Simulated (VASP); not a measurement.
# Ge in VASP: notebook

Aim: see how the results for Ge move with the level of theory and the settings. Levels: PBE+D3(BJ), BLYP, PBE, LDA. Tasks: relaxation of cell and atoms, single point.

All numbers are computed with VASP 6.6.1; they aren't measurements. Logs are shortened: lines on timing, memory, paths and dates and some standing lists are left out, and cuts for length are marked.

**What was measured.**

“Electronic and optical properties of SixGe1-x-ySny alloys lattice-matched to Ge”, 2021, arxiv:2109.02782 reports, for a bulk crystal of Ge at 293 K: band gap 0.666 eV (indirect).

The results are compared with them further down.

## 1. The cell of the first run

The structure is cubic, space group Fd-3m (No. 227). Conventional cell: a = 5.658 Å, b = 5.658 Å, c = 5.658 Å, α = 90.00°, β = 90.00°, γ = 90.00°. Ge (site symmetry -43m) has 4 Ge at 2.45 Å within 3.2 Å.

## 2. Relaxation of cell and atoms, PBE+D3(BJ)

File INCAR:

```
  PREC = Accurate
  ENCUT = 600
  EDIFF = 1E-6
  ISMEAR = -1
  SIGMA = 0.05
  LREAL = F
  LASPH = T
  NELM = 80
  ALGO = Normal
  ISIF = 3
  LWAVE = F
  LCHARG = F
  GGA = PE
  IVDW = 12
  IBRION = 2
  NSW = 60
  EDIFFG = -0.01
```

File KPOINTS:

```
Automatic mesh
0
Gamma
  8 8 8
```

File POSCAR:

```
Ge
1.0
    0.0000000000      2.8289100000      2.8289100000
    2.8289100000      0.0000000000      2.8289100000
    2.8289100000      2.8289100000      0.0000000000
Ge
2
Direct
    0.7500000000      0.7500000000      0.7500000000
    0.5000000000      0.5000000000      0.5000000000
```

Potentials or basis: VASP PAW PBE potentials, release 64 (Ge_d).

Run with:

```bash
$ cat potpaw_PBE.64/Ge_d/POTCAR > POTCAR
$ mpirun -np 1 vasp_std > vasp.out
```

OUTCAR:

```text
PREC = Accurate
   ENCUT = 600
   EDIFF = 1E-6
   ISMEAR = -1
   LREAL = F
   LASPH = T
   NELM = 80
   ISIF = 3
   GGA = PE
   IVDW = 12
   IBRION = 2
   NSW = 60
   EDIFFG = -0.01
 IVDW          = 12

 ion  position               nearest neighbor table
   1  0.750  0.750  0.750-   2 2.45   2 2.45   2 2.45   2 2.45
   2  0.500  0.500  0.500-   1 2.45   1 2.45   1 2.45   1 2.45

  LATTYP: Found a face centered cubic cell.
 ALAT       =     5.6578200000

  Lattice vectors:

 A1 = (   0.0000000000,   2.8289100000,   2.8289100000)
 A2 = (   2.8289100000,   0.0000000000,   2.8289100000)
 A3 = (   2.8289100000,   2.8289100000,   0.0000000000)

Analysis of symmetry for initial positions (statically):
=====================================================================
 Subroutine PRICEL returns:
 Original cell was already a primitive cell.

 Routine SETGRP: Setting up the symmetry group for a
 face centered cubic supercell.

 Subroutine GETGRP returns: Found 48 space group operations
 (whereof 24 operations were pure point group operations)
 out of a pool of 48 trial point group operations.

The static configuration has the point symmetry T_d .
 The point group associated with its full space group is O_h .

Analysis of symmetry for dynamics (positions and initial velocities):
=====================================================================
 Subroutine PRICEL returns:
 Original cell was already a primitive cell.

 Routine SETGRP: Setting up the symmetry group for a
 face centered cubic supercell.

 Subroutine GETGRP returns: Found 48 space group operations
 (whereof 24 operations were pure point group operations)
 out of a pool of 48 trial point group operations.

The dynamic configuration has the point symmetry T_d .
 The point group associated with its full space group is O_h .

 Subroutine INISYM returns: Found 48 space group operations
 (whereof 24 operations are pure point group operations),
 and found     1 'primitive' translations

----------------------------------------------------------------------------------------

                                     Primitive cell

  volume of cell :      45.2780

  direct lattice vectors                    reciprocal lattice vectors
     0.000000000  2.828910000  2.828910000    -0.176746521  0.176746521  0.176746521
     2.828910000  0.000000000  2.828910000     0.176746521 -0.176746521  0.176746521
     2.828910000  2.828910000  0.000000000     0.176746521  0.176746521 -0.176746521

  length of vectors
     4.000682889  4.000682889  4.000682889     0.306133954  0.306133954  0.306133954

  position of ions in fractional coordinates (direct lattice)
     0.750000000  0.750000000  0.750000000
     0.500000000  0.500000000  0.500000000

  ion indices of the primitive-cell ions
   primitive index   ion index
[... 62 lines left out ...]
   NGX,Y,Z   is equivalent  to a cutoff of  13.30, 13.30, 13.30 a.u.
   NGXF,Y,Z  is equivalent  to a cutoff of  26.59, 26.59, 26.59 a.u.
 SYSTEM =  unknown system
   PREC   = accura    normal or accurate (medium, high low for compatibility)
   ISTART =      0    job   : 0-new  1-cont  2-samecut
   ICHARG =      2    charge: 1-file 2-atom 10-const
   ISPIN  =      1    spin polarized calculation?
   LNONCOLLINEAR =      F non collinear calculations
   LSORBIT =      F    spin-orbit coupling
   LASPH  =      T    aspherical Exc in radial PAW
   ENCUT  =  600.0 eV  44.10 Ry    6.64 a.u.   7.99  7.99  7.99*2*pi/ulx,y,z
   NELM   =     80;   NELMIN=  2; NELMDL= -5     # of ELM steps
   EDIFF  = 0.1E-05   stopping-criterion for ELM
   LREAL  =      F    real-space projection
   EDIFFG = -.1E-01   stopping-criterion for IOM
   NSW    =     60    number of steps for IOM
   IBRION =      2    ionic relax: 0-MD 1-quasi-New 2-CG
   NFREE  =      1    steps in history (QN), initial steepest desc. (CG)
   ISIF   =      3    stress and relaxation
   ISYM   =      2    0-nonsym 1-usesym 2-fastsym
   POTIM  = 0.5000    time-step for ionic-motion
   TEBEG  =    0.0;   TEEND  =   0.0 temperature during run
   PSTRESS=    0.0 pullay stress
   NELECT =      28.0000    total number of electrons
   NUPDOWN=      -1.0000    fix difference up-down
   EMIN   =  10.00;   EMAX   =-10.00  energy-range for DOS
   EFERMI =   0.00;   METHOD = LEGACY
   ISMEAR =    -1;   SIGMA  =   0.05  broadening in eV -4-tet -1-fermi 0-gaus
   EFERMI_NEDOS =   21; number of points for ismear=-14 and -15
   IALGO  =     38    algorithm
   IMIX   =      4    mixing-type and parameters
     AMIX     =   0.40;   BMIX     =  1.00
     AMIX_MAG =   1.60;   BMIX_MAG =  1.00
  volume/ion in A,a.u.               =      22.64       152.78
  Fermi-wavevector in a.u.,A,eV,Ry     =   1.394756  2.635708 26.468033  1.945346
  Thomas-Fermi vector in A             =   2.518275
   LORBIT       =      0    0 simple, 1 ext, 2 COOP (PROOUT), +10 PAW based schemes
   GGA     = PE    functional components
   LHFCALC =     F    Hartree Fock is set to
   AEXX    =    0.0000 exact exchange contribution
   IVDW    =    12    specifies the selected vdW correction
   LEPSILON=     F    determine dielectric tensor
   LRPA    =     F    only Hartree local field effects (RPA)
 conjugate gradient relaxation of ions
 non-spin polarized calculation
  energy-cutoff  :      600.00
  volume of cell :       45.28
 maximum number of plane-waves:      1540
   NGX = 15   NGY = 15   NGZ = 15

--------------------------------------- Ionic step        1  -------------------------------------------

 number of electron      28.0000013 magnetization

 Free energy of the ion-electron system (eV)
  ---------------------------------------------------
  ext. energy  EPLUGINS =         0.00000000
  ---------------------------------------------------
  free energy    TOTEN  =        -8.99940635 eV

  energy without entropy =       -8.99868130  energy(sigma->0) =       -8.99904382

------------------------ aborting loop because EDIFF is reached ----------------------------------------

 Edisp (eV)   -0.59423

 E8    (eV) :    -0.2663
[... 111 lines left out ...]
--------------------------------------- Ionic step        4  -------------------------------------------

 number of electron      28.0000026 magnetization

 Free energy of the ion-electron system (eV)
  ---------------------------------------------------
  ext. energy  EPLUGINS =         0.00000000
  ---------------------------------------------------
  free energy    TOTEN  =        -9.01724495 eV

  energy without entropy =       -9.01644621  energy(sigma->0) =       -9.01684558

 E-fermi :   4.7877     XC(G=0):  -9.8183

 val. band max:        4.7810281471   @ k =   0.0000   0.0000   0.0000
 cond. band min:       4.8987766718   @ k =   0.5000   0.0000   0.0000
 fundamental gap:      0.1177485247
 Fermi energy:         4.7876585440

 k-point     1 :       0.0000    0.0000    0.0000
  band No.  band energies     occupation
      1     -20.0027      2.00000
      2     -20.0027      2.00000
      3     -20.0027      2.00000
      4     -19.9683      2.00000
      5     -19.9683      2.00000
      6     -19.7694      2.00000
[... 481 lines left out ...]
      5     -19.8968      2.00000
      6     -19.8452      2.00000
[... 10 lines left out ...]
     17      10.4939      0.00000
     18      11.6288      0.00000

 [... further k-points ...]

------------------------ aborting loop because EDIFF is reached ----------------------------------------

 Edisp (eV)   -0.58089

 E8    (eV) :    -0.2603
[... 25 lines left out ...]
  FREE ENERGIE OF THE ION-ELECTRON SYSTEM (eV)
  ---------------------------------------------------
  free  energy   TOTEN  =        -9.5981351159 eV

  energy  without entropy=       -9.5973363763  energy(sigma->0) =       -9.59773575

 reached required accuracy - stopping structural energy minimisation
```

Run time: 41 s. Hardware: 1 thread of AMD EPYC 9R45 (Zen 5), shared host; peak memory 0.17 GiB.

Results:

| Item | Value |
| --- | --- |
| Free energy | -9.5981 eV |
| Relaxed volume | 23.15 Å³/atom |
| Relaxed cell | a = 4.030 Å, b = 4.030 Å, c = 4.030 Å, α = 60.00°, β = 60.00°, γ = 60.00° |
| Space group after relaxing (to 0.05 Å) | Fd-3m (No. 227) |
| Energy gained by relaxing | 2.3 meV/atom |
| Ionic steps | 4 |
| Pressure after relaxing | 0.0 GPa |
| Band gap on the k mesh | zero (filled and empty bands touch) |
| Dispersion energy per atom | -0.290 eV |

The path:
| step | energy change (eV) | largest force (eV/Å) | pressure (GPa) | volume (Å³) |
| --- | --- | --- | --- | --- |
| 1 | 0.0000 | 0.0000 | 1.40 | 45.28 |
| 2 | -0.0041 | 0.0000 | -0.08 | 46.59 |
| 3 | -0.0044 | 0.0000 | -0.18 | 46.43 |
| 4 | -0.0045 | 0.0000 | 0.00 | 46.29 |

Final structure:
```
Ge
1.0
     0.00000    2.84987    2.84987
     2.84987    0.00000    2.84987
     2.84987    2.84987    0.00000
Ge
2
Direct
  0.75000 0.75000 0.75000
  0.50000 0.50000 0.50000
```

Caveat: pairwise dispersion overbinds metals, which lowers pressure and volume.

## 3. Relaxation of cell and atoms, BLYP

File INCAR:

```
SYSTEM = Ge
PREC = Accurate
ENCUT = 600
EDIFF = 1E-6
ISMEAR = -1
SIGMA = 0.05
LREAL = .FALSE.
LASPH = .TRUE.
NELM = 100
ALGO = Normal
ISIF = 3
LWAVE = .FALSE.
LCHARG = .FALSE.
GGA = B5
ALDAX = 1.0
AGGAX = 1.0
AGGAC = 1.0
ALDAC = 0.0
IBRION = 2
NSW = 60
EDIFFG = -0.01
```

File KPOINTS:

```
regular mesh
0
G
  8 8 8
  0 0 0
```

POSCAR is that of step 2.

Potentials or basis: VASP PAW PBE potentials, release 64 (Ge_d).

Run with:

```bash
$ cat potpaw_PBE.64/Ge_d/POTCAR > POTCAR
$ mpirun -np 1 vasp_std > vasp.out
```

OUTCAR:

```text
SYSTEM = Ge
   PREC = Accurate
   ENCUT = 600
   EDIFF = 1E-6
   ISMEAR = -1
   LREAL = .FALSE.
   LASPH = .TRUE.
   NELM = 100
   ISIF = 3
   GGA = B5
   IBRION = 2
   NSW = 60
   EDIFFG = -0.01

 ion  position               nearest neighbor table
   1  0.750  0.750  0.750-   2 2.45   2 2.45   2 2.45   2 2.45
   2  0.500  0.500  0.500-   1 2.45   1 2.45   1 2.45   1 2.45

  LATTYP: Found a face centered cubic cell.
 ALAT       =     5.6578200000

  Lattice vectors:

 A1 = (   0.0000000000,   2.8289100000,   2.8289100000)
 A2 = (   2.8289100000,   0.0000000000,   2.8289100000)
 A3 = (   2.8289100000,   2.8289100000,   0.0000000000)

Analysis of symmetry for initial positions (statically):
=====================================================================
 Subroutine PRICEL returns:
 Original cell was already a primitive cell.

 Routine SETGRP: Setting up the symmetry group for a
 face centered cubic supercell.

 Subroutine GETGRP returns: Found 48 space group operations
 (whereof 24 operations were pure point group operations)
 out of a pool of 48 trial point group operations.

The static configuration has the point symmetry T_d .
 The point group associated with its full space group is O_h .

Analysis of symmetry for dynamics (positions and initial velocities):
[... 157 lines left out ...]
  ---------------------------------------------------
  free energy    TOTEN  =        -7.55365630 eV

  energy without entropy =       -7.55300697  energy(sigma->0) =       -7.55333164

 E-fermi :   5.4383     XC(G=0):  -9.3528

 val. band max:        5.4188453621   @ k =   0.0000   0.0000   0.0000
 cond. band min:       5.5824658385   @ k =   0.5000   0.0000   0.0000
 fundamental gap:      0.1636204765
 Fermi energy:         5.4383309972

 k-point     1 :       0.0000    0.0000    0.0000
  band No.  band energies     occupation
      1     -19.3815      2.00000
      2     -19.3815      2.00000
      3     -19.3815      2.00000
      4     -19.3436      2.00000
      5     -19.3436      2.00000
      6     -19.1319      2.00000
[... 596 lines left out ...]
  FREE ENERGIE OF THE ION-ELECTRON SYSTEM (eV)
  ---------------------------------------------------
  free  energy   TOTEN  =        -7.6754853904 eV

  energy  without entropy=       -7.6731667137  energy(sigma->0) =       -7.67432605

[... ionic steps 4 to 7 ...]

--------------------------------------- Ionic step        8  -------------------------------------------

 number of electron      27.9999974 magnetization

------------------------ aborting loop because EDIFF is reached ----------------------------------------
[... 67 lines left out ...]
--------------------------------------- Ionic step       10  -------------------------------------------

 number of electron      27.9999974 magnetization

 Free energy of the ion-electron system (eV)
  ---------------------------------------------------
  ext. energy  EPLUGINS =         0.00000000
  ---------------------------------------------------
  free energy    TOTEN  =        -7.67536580 eV

  energy without entropy =       -7.67314124  energy(sigma->0) =       -7.67425352

 E-fermi :   4.1789     XC(G=0):  -8.8283

 val. band max:        4.1631056195   @ k =   0.5000   0.0000   0.0000
 cond. band min:       4.2818429522   @ k =   0.3750   0.0000   0.0000
 fundamental gap:      0.1187373327
 Fermi energy:         4.1788645789

 k-point     1 :       0.0000    0.0000    0.0000
  band No.  band energies     occupation
      1     -20.3271      2.00000
      2     -20.3271      2.00000
      3     -20.3271      2.00000
      4     -20.2975      2.00000
      5     -20.2975      2.00000
      6     -20.1418      2.00000
[... 524 lines left out ...]
  FREE ENERGIE OF THE ION-ELECTRON SYSTEM (eV)
  ---------------------------------------------------
  free  energy   TOTEN  =        -7.6753657997 eV

  energy  without entropy=       -7.6731412358  energy(sigma->0) =       -7.67425352

 reached required accuracy - stopping structural energy minimisation
```

OSZICAR:

```text
N       E                     dE             d eps       ncg     rms          rms(c)
DAV:   1     0.179072646857E+03    0.17907E+03   -0.16881E+04  1076   0.463E+03
DAV:   2     0.152302287563E+02   -0.16384E+03   -0.16112E+03  1044   0.573E+02
DAV:   3    -0.694990152412E+01   -0.22180E+02   -0.21993E+02  1170   0.156E+02
[... 60 lines left out ...]
DAV:   2    -0.767535935473E+01    0.58577E-06   -0.73580E-07   522   0.185E-02
   9 F= -.76753594E+01 E0= -.76742485E+01  d E =-.576825E-05
       N       E                     dE             d eps       ncg     rms          rms(c)
DAV:   1    -0.767536900065E+01   -0.90602E-05   -0.41740E-05  1252   0.135E-01    0.109E-02
DAV:   2    -0.767536654476E+01    0.24559E-05   -0.28512E-06   794   0.360E-02    0.570E-03
DAV:   3    -0.767536579969E+01    0.74507E-06   -0.27823E-06   922   0.224E-02
  10 F= -.76753658E+01 E0= -.76742535E+01  d E =-.122132E-04
```

Run time: 2.4 min. Hardware: 1 thread of AMD EPYC 9R45 (Zen 5), shared host; peak memory 0.16 GiB.

Results:

| Item | Value |
| --- | --- |
| Free energy | -7.6754 eV |
| Relaxed volume | 25.46 Å³/atom |
| Relaxed cell | a = 4.160 Å, b = 4.160 Å, c = 4.160 Å, α = 60.00°, β = 60.00°, γ = 60.00° |
| Space group after relaxing (to 0.05 Å) | Fd-3m (No. 227) |
| Energy gained by relaxing | 60.9 meV/atom |
| Ionic steps | 10 |
| Pressure after relaxing | 0.0 GPa |
| Band gap on the k mesh | zero (band 14 reaches 4.33 eV, above the bottom of band 15 at 4.16 eV) |

The path:
```tsv
step	energy change (eV)	largest force (eV/Å)	pressure (GPa)	volume (Å³)
1	0.0000	0.0000	7.52	45.28
2	-0.1161	0.0000	-1.24	52.61
3	-0.1218	0.0000	-0.23	51.08
4	-0.1217	0.0000	0.21	50.87
5	-0.1217	0.0000	0.17	50.88
6	-0.1217	0.0000	0.18	50.90
7	-0.1217	0.0000	0.19	50.90
8	-0.1217	0.0000	0.20	50.90
9	-0.1217	0.0000	0.21	50.91
10	-0.1217	0.0000	0.03	50.91
```

Final structure:
```
Ge
1.0
     0.00000    2.94171    2.94171
     2.94171    0.00000    2.94171
     2.94171    2.94171    0.00000
Ge
2
Direct
  0.75000 0.75000 0.75000
  0.50000 0.50000 0.50000
```

Levels at points of the mesh, in eV from the Fermi level:
```csv
k point,band 11,band 12,band 13,band 14,band 15,band 16,band 17,band 18
"(0.00, 0.00, 0.00)",-11.80,-1.05,0.15,0.15,0.15,2.66,2.66,2.66
"(0.50, 0.00, 0.00)",-10.01,-6.98,-1.08,-1.08,-0.02,3.88,3.88,7.39
"(0.50, 0.50, 0.00)",-8.38,-8.38,-2.50,-2.50,1.14,1.14,8.61,8.61
```

Caveat: the PAW data sets were made with another functional, which shifts forces and pressure a little; the volume moved by +12 % from the deposited cell, more than functionals usually miss.

(Continued in part 2 of 2.)
